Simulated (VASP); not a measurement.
Ti:

```
Ti
1.0
    -1.64100    1.64100    1.64100
     1.64100   -1.64100    1.64100
     1.64100    1.64100   -1.64100
Ti
1
Direct
  0.00000 0.00000 0.00000
```

Base run:

```yaml
Program: VASP 6.6.1
Functional: PBEsol
Potentials_or_basis: VASP PAW PBE potentials, release 64 (Ti_sv)
Cutoff: 520 eV
k_mesh: 8 × 8 × 8
Occupations: fermi-dirac, width 0.1 eV
Spin: no spin polarisation
```

Its results: band gap on the k mesh zero (band 6 reaches 8.75 eV, above the bottom of band 7 at 7.18 eV); pressure -6.6 GPa.

**Question.** The run is repeated on the same cell with these changes: k mesh from 8 × 8 × 8 to 4 × 4 × 4. What comes out?

**Answer.** Band gap on the k mesh zero (band 6 reaches 8.71 eV, above the bottom of band 7 at 7.15 eV); pressure -6.2 GPa.

Caveats: some runs use coarse meshes; the PAW data sets were made with another functional, which shifts forces and pressure a little.
